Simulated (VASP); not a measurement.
# MoS2 in VASP: single point with PBEsol

Aim: the single point of MoS2 with PBEsol.

All numbers are computed with VASP 6.6.1; they aren't measurements. Logs are shortened: lines on timing, memory, paths and dates and some standing lists are left out, and cuts for length are marked.

**1. The cell of the first run**

The cell holds a slab with vacuum, 3 atoms: a = 3.184 Å, b = 3.184 Å, c = 17.335 Å, α = 90.00°, β = 90.00°, γ = 120.00°.

**2. Single point, PBEsol**

Input file INCAR:

```
SYSTEM = MoS2
ALGO = Normal
EDIFF = 1E-6
ENCUT = 520
GGA = PS
ISIF = 2
ISMEAR = 0
LASPH = .TRUE.
LCHARG = .TRUE.
LELF = .TRUE.
LREAL = .FALSE.
LVHAR = .TRUE.
LWAVE = .FALSE.
NBANDS = 20
NELM = 80
PREC = Accurate
SIGMA = 0.15
```

Input file KPOINTS:

```
k-points
0
G
  8 8 2
  0 0 0
```

Input file POSCAR:

```
MoS2
1.0
    3.1841260800      0.0000000000      0.0000000000
   -1.5920630400      2.7575340800      0.0000000000
    0.0000000000      0.0000000000     17.3345999500
Mo S
1 2
Direct
    0.0000000000      0.0000000000      0.0000000000
    0.3333333333      0.6666666667      0.0894929800
    0.3333333333      0.6666666667      0.9105070200
```

Potentials or basis: VASP PAW PBE potentials, release 64 (Mo_sv, S).

Command:

```sh
$ cat potpaw_PBE.64/Mo_sv/POTCAR potpaw_PBE.64/S/POTCAR > POTCAR
$ mpirun -np 1 vasp_std > vasp.out
```

OUTCAR:

```text
SYSTEM = MoS2
   EDIFF = 1E-6
   ENCUT = 520
   GGA = PS
   ISIF = 2
   ISMEAR = 0
   LASPH = .TRUE.
   LREAL = .FALSE.
   NELM = 80
   PREC = Accurate

 ion  position               nearest neighbor table
   1  0.000  0.000  0.000-   2 2.41   3 2.41   2 2.41   3 2.41   2 2.41   3 2.41
   2  0.333  0.667  0.089-   1 2.41   1 2.41   1 2.41
   3  0.333  0.667  0.911-   1 2.41   1 2.41   1 2.41

  LATTYP: Found a hexagonal cell.
 ALAT       =     3.1841260800
 C/A-ratio  =     5.4440683297

  Lattice vectors:

 A1 = (   3.1841260800,   0.0000000000,   0.0000000000)
 A2 = (  -1.5920630400,   2.7575340800,   0.0000000000)
 A3 = (   0.0000000000,   0.0000000000,  17.3345999500)

Analysis of symmetry for initial positions (statically):
=====================================================================
 Subroutine PRICEL returns:
 Original cell was already a primitive cell.

 Routine SETGRP: Setting up the symmetry group for a
 hexagonal supercell.

 Subroutine GETGRP returns: Found 12 space group operations
 (whereof 12 operations were pure point group operations)
 out of a pool of 24 trial point group operations.

The static configuration has the point symmetry D_3h.

Analysis of symmetry for dynamics (positions and initial velocities):
=====================================================================
 Subroutine PRICEL returns:
 Original cell was already a primitive cell.

 Routine SETGRP: Setting up the symmetry group for a
 hexagonal supercell.

 Subroutine GETGRP returns: Found 12 space group operations
 (whereof 12 operations were pure point group operations)
 out of a pool of 24 trial point group operations.

The dynamic configuration has the point symmetry D_3h.

 Subroutine INISYM returns: Found 12 space group operations
 (whereof 12 operations are pure point group operations),
 and found     1 'primitive' translations

----------------------------------------------------------------------------------------

                                     Primitive cell

  volume of cell :     152.2036

  direct lattice vectors                    reciprocal lattice vectors
     3.184126080  0.000000000  0.000000000     0.314057916  0.181321422  0.000000000
    -1.592063040  2.757534080  0.000000000     0.000000000  0.362642844  0.000000000
     0.000000000  0.000000000 17.334599950     0.000000000  0.000000000  0.057688092

  length of vectors
     3.184126080  3.184126085 17.334599950     0.362642844  0.362642844  0.057688092

  position of ions in fractional coordinates (direct lattice)
     0.000000000  0.000000000  0.000000000
     0.333333333  0.666666667  0.089492980
     0.333333333  0.666666667  0.910507020

  ion indices of the primitive-cell ions
   primitive index   ion index
                 1           1
                 2           2
                 3           3

----------------------------------------------------------------------------------------

 KPOINTS: k-points

Automatic generation of k-mesh.
 Grid dimensions read from file:
 generate k-points for:    8    8    2

 Generating k-lattice:

  Cartesian coordinates                     Fractional coordinates (reciprocal lattice)
     0.039257239  0.022665178  0.000000000     0.125000000 -0.000000000  0.000000000
     0.000000000  0.045330355  0.000000000     0.000000000  0.125000000  0.000000000
     0.000000000  0.000000000  0.028844046     0.000000000  0.000000000  0.500000000

  Length of vectors
     0.045330356  0.045330355  0.028844046

  Shift w.r.t. Gamma in fractional coordinates (k-lattice)
     0.000000000  0.000000000  0.000000000

 Subroutine IBZKPT returns following result:
 ===========================================

 Found     20 irreducible k-points:

 Following reciprocal coordinates:
            Coordinates               Weight
  0.000000  0.000000  0.000000      1.000000
  0.125000  0.000000  0.000000      6.000000
  0.250000  0.000000  0.000000      6.000000
  0.375000 -0.000000  0.000000      6.000000
  0.500000  0.000000  0.000000      3.000000
  0.125000  0.125000  0.000000      6.000000
[... 12 lines left out ...]
  0.250000  0.250000  0.500000      6.000000
  0.375000  0.250000  0.500000      6.000000
   k-points           NKPTS =     20   k-points in BZ     NKDIM =     20   number of bands    NBANDS=     20
   number of dos      NEDOS =    301   number of ions     NIONS =      3
   total plane-waves  NPLWV =  80640
   dimension x,y,z NGX =    24 NGY =   24 NGZ =  140
   dimension x,y,z NGXF=    48 NGYF=   48 NGZF=  280
   ions per type =               1   2
   NGX,Y,Z   is equivalent  to a cutoff of  12.53, 12.53, 13.43 a.u.
   NGXF,Y,Z  is equivalent  to a cutoff of  25.06, 25.06, 26.85 a.u.
 SYSTEM =  MoS2
   PREC   = accura    normal or accurate (medium, high low for compatibility)
   ISTART =      0    job   : 0-new  1-cont  2-samecut
   ICHARG =      2    charge: 1-file 2-atom 10-const
   ISPIN  =      1    spin polarized calculation?
   LNONCOLLINEAR =      F non collinear calculations
   LSORBIT =      F    spin-orbit coupling
   LASPH  =      T    aspherical Exc in radial PAW
   ENCUT  =  520.0 eV  38.22 Ry    6.18 a.u.   5.92  5.92 32.23*2*pi/ulx,y,z
   NELM   =     80;   NELMIN=  2; NELMDL= -5     # of ELM steps
   EDIFF  = 0.1E-05   stopping-criterion for ELM
   LREAL  =      F    real-space projection
   EDIFFG = 0.1E-04   stopping-criterion for IOM
   NSW    =      0    number of steps for IOM
   IBRION =     -1    ionic relax: 0-MD 1-quasi-New 2-CG
   NFREE  =      0    steps in history (QN), initial steepest desc. (CG)
   ISIF   =      2    stress and relaxation
   ISYM   =      2    0-nonsym 1-usesym 2-fastsym
   POTIM  = 0.5000    time-step for ionic-motion
   TEBEG  =    0.0;   TEEND  =   0.0 temperature during run
   PSTRESS=    0.0 pullay stress
   NELECT =      26.0000    total number of electrons
   NUPDOWN=      -1.0000    fix difference up-down
   EMIN   =  10.00;   EMAX   =-10.00  energy-range for DOS
   EFERMI =   0.00;   METHOD = LEGACY
   ISMEAR =     0;   SIGMA  =   0.15  broadening in eV -4-tet -1-fermi 0-gaus
   EFERMI_NEDOS =   21; number of points for ismear=-14 and -15
   IALGO  =     38    algorithm
   IMIX   =      4    mixing-type and parameters
     AMIX     =   0.40;   BMIX     =  1.00
     AMIX_MAG =   1.60;   BMIX_MAG =  1.00
  volume/ion in A,a.u.               =      50.73       342.37
  Fermi-wavevector in a.u.,A,eV,Ry     =   0.908359  1.716550 11.226391  0.825116
  Thomas-Fermi vector in A             =   2.032276
   LORBIT       =      0    0 simple, 1 ext, 2 COOP (PROOUT), +10 PAW based schemes
   GGA     = PS    functional components
   LHFCALC =     F    Hartree Fock is set to
   AEXX    =    0.0000 exact exchange contribution
   IVDW    =     0    specifies the selected vdW correction
   LEPSILON=     F    determine dielectric tensor
   LRPA    =     F    only Hartree local field effects (RPA)
 non-spin polarized calculation
 Gauss-broadening in eV      SIGMA  =   0.15
  energy-cutoff  :      520.00
  volume of cell :      152.20
 maximum number of plane-waves:      4130
 NGX is ok and might be reduce to    24
   NGX = 11   NGY = 11   NGZ = 65

 number of electron      25.9999999 magnetization

 Free energy of the ion-electron system (eV)
  ---------------------------------------------------
  ext. energy  EPLUGINS =         0.00000000
  ---------------------------------------------------
  free energy    TOTEN  =       -23.40685752 eV

  energy without entropy =      -23.40685752  energy(sigma->0) =      -23.40685752

 E-fermi :  -0.6078     XC(G=0):  -4.4102

 val. band max:       -1.4479953774   @ k =   0.0000   0.0000   0.0000
 cond. band min:       0.3366954970   @ k =   0.3750   0.2500   0.5000
 fundamental gap:      1.7846908744
 Fermi energy:        -0.6078359819

 k-point     1 :       0.0000    0.0000    0.0000
  band No.  band energies     occupation
      1     -62.2432      2.00000
      2     -36.4226      2.00000
      3     -36.2118      2.00000
      4     -36.2118      2.00000
      5     -15.5793      2.00000
      6     -14.2239      2.00000
[... 12 lines left out ...]
     19       4.3222      0.00000
     20       4.6585      0.00000

 k-point     2 :       0.1250    0.0000    0.0000
  band No.  band energies     occupation
      1     -62.2377      2.00000
      2     -36.4115      2.00000
      3     -36.2684      2.00000
      4     -36.2247      2.00000
      5     -15.3499      2.00000
      6     -14.1322      2.00000
[... 12 lines left out ...]
     19       4.6210      0.00000
     20       5.4410      0.00000

 k-point     3 :       0.2500    0.0000    0.0000
  band No.  band energies     occupation
      1     -62.2243      2.00000
      2     -36.4027      2.00000
      3     -36.3847      2.00000
      4     -36.2556      2.00000
      5     -14.7453      2.00000
      6     -13.8920      2.00000
[... 12 lines left out ...]
     19       5.4448      0.00000
     20       6.3016      0.00000

 k-point     4 :       0.3750   -0.0000    0.0000
  band No.  band energies     occupation
      1     -62.2109      2.00000
      2     -36.5343      2.00000
      3     -36.3577      2.00000
      4     -36.2863      2.00000
      5     -14.0336      2.00000
      6     -13.6177      2.00000
[... 12 lines left out ...]
     19       6.2459      0.00000
     20       6.2791      0.00000

 k-point     5 :       0.5000    0.0000    0.0000
  band No.  band energies     occupation
      1     -62.2053      2.00000
      2     -36.5880      2.00000
      3     -36.3465      2.00000
      4     -36.2989      2.00000
      5     -13.6886      2.00000
      6     -13.4908      2.00000
[... 12 lines left out ...]
     19       6.3924      0.00000
     20       6.7836      0.00000
[... 261 lines left out ...]
      6     -13.6974      2.00000
[... 12 lines left out ...]
     19       6.0775      0.00000
     20       6.9255      0.00000

 k-point    18 :       0.3750    0.1250    0.5000
  band No.  band energies     occupation
      1     -62.2053      2.00000
      2     -36.5590      2.00000
      3     -36.3466      2.00000
      4     -36.3292      2.00000
      5     -13.7026      2.00000
      6     -13.4792      2.00000
[... 12 lines left out ...]
     19       7.0905      0.00000
     20       7.1524      0.00000

 k-point    19 :       0.2500    0.2500    0.5000
  band No.  band energies     occupation
      1     -62.2053      2.00000
      2     -36.5190      2.00000
      3     -36.3705      2.00000
      4     -36.3466      2.00000
      5     -13.7163      2.00000
      6     -13.4675      2.00000
[... 12 lines left out ...]
     19       6.8933      0.00000
     20       7.2116      0.00000

 k-point    20 :       0.3750    0.2500    0.5000
  band No.  band energies     occupation
      1     -62.2014      2.00000
      2     -36.5236      2.00000
      3     -36.4137      2.00000
      4     -36.3387      2.00000
      5     -13.4678      2.00000
      6     -13.3581      2.00000
[... 12 lines left out ...]
     19       6.7114      0.00000
     20       7.9635      0.00000

------------------------ aborting loop because EDIFF is reached ----------------------------------------

  FORCE on cell =-STRESS in cart. coord.  units (eV):
  Direction    XX          YY          ZZ          XY          YZ          ZX
  --------------------------------------------------------------------------------------
  -------------------------------------------------------------------------------------
  Total       -1.4139674     -1.4139674     -0.4748957     -0.0000000      0.0000000      0.0000000
  in kB      -14.8841829    -14.8841830     -4.9990082     -0.0000000      0.0000000      0.0000000
  external PRESSURE =     -11.5891247 kB  Pullay stress =       0.0000000 kB

 VOLUME and BASIS-vectors are now :
 -----------------------------------------------------------------------------
  energy-cutoff  :      520.00
  volume of cell :      152.20
      direct lattice vectors                 reciprocal lattice vectors
     3.184126080  0.000000000  0.000000000     0.314057916  0.181321422  0.000000000
    -1.592063040  2.757534080  0.000000000     0.000000000  0.362642844  0.000000000
     0.000000000  0.000000000 17.334599950     0.000000000  0.000000000  0.057688092

 POSITION                                       TOTAL-FORCE (eV/Angst)
 -----------------------------------------------------------------------------------
      0.00000      0.00000      0.00000         0.000000     -0.000000      0.000000
     -0.00000      1.83836      1.55133        -0.000000      0.000000     -0.145374
     -0.00000      1.83836     15.78327        -0.000000     -0.000000      0.145374
 -----------------------------------------------------------------------------------
    total drift:                                0.000000     -0.000000     -0.000000

  FREE ENERGIE OF THE ION-ELECTRON SYSTEM (eV)
  ---------------------------------------------------
  free  energy   TOTEN  =       -23.4068575186 eV

  energy  without entropy=      -23.4068575186  energy(sigma->0) =      -23.40685752
```

It took 2.4 min on 1 thread of Intel Xeon 8259CL, shared host; peak memory 0.27 GiB.

What came out:

- Free energy: -23.4069 eV
- Largest force: 0.145 eV/Å
- Band gap on the k mesh: 1.78 eV, indirect (least direct gap 1.99 eV)

Forces in eV/Å, atoms in the order of the input:
```
Mo   0.000  0.000  0.000
S    0.000  0.000 -0.145
S    0.000  0.000  0.145
```

Levels at points of the mesh, in eV from the valence-band top:
```tsv
k point	band 10	band 11	band 12	band 13	band 14	band 15	band 16	band 17
(0.00, 0.00, 0.00)	-1.77	-1.58	-1.58	0.00	2.74	2.74	3.03	3.03
(0.50, 0.00, 0.00)	-3.24	-1.87	-1.03	-0.68	2.20	2.73	3.85	4.34
(0.00, 0.00, 0.50)	-1.77	-1.58	-1.58	0.00	2.74	2.74	3.03	3.03
(0.50, 0.00, 0.50)	-3.24	-1.87	-1.03	-0.68	2.20	2.73	3.85	4.34
```

Caveat: the PAW data sets were made with another functional, which shifts forces and pressure a little.
